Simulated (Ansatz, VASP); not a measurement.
One calculation of Al2Cu, two programs

```
Al Cu
1.0
     2.01711   -1.94515    0.00000
     2.01711    1.94515    0.00000
    -1.00560    0.00000    5.78088
Al Cu
2 1
Direct
  0.10380 0.10380 0.29605
  0.89620 0.89620 0.70395
  0.50000 0.50000 0.00000
```

Change from the starting cell: species swapped into the Ta2H type (C2/m, No. 12).

Alike in both runs: task relaxation of cell and atoms; functional PBE; k mesh 12 × 12 × 6; occupations gaussian, width 0.1 eV; no spin polarisation.

|  | VASP | Ansatz |
| --- | --- | --- |
| version | VASP 6.6.1 | Ansatz 0.2.0 |
| potentials or method | VASP PAW PBE potentials, release 64 (Al, Cu), cutoff 600 eV | scalar-relativistic, plane waves, PAW |
| valence electrons in the cell | 17 | 25 |

|  | VASP | Ansatz | Ansatz less VASP |
| --- | --- | --- | --- |
| gap on the k mesh at the Fermi level, each at its own relaxed structure (eV) | none | none | - |
| relaxed volume (Å³/atom) | 15.74 | 15.73 | -0.009 |
| relaxed length of the cell vector where the two differ most in proportion (Å) | 5.839 | 5.834 | -0.0055 |

A gap of «none» marks a metal or a gap that the smearing closes. VASP's potentials hold 17 valence electrons a cell and Ansatz's 25, so a difference there can come from the potentials and not from the codes.
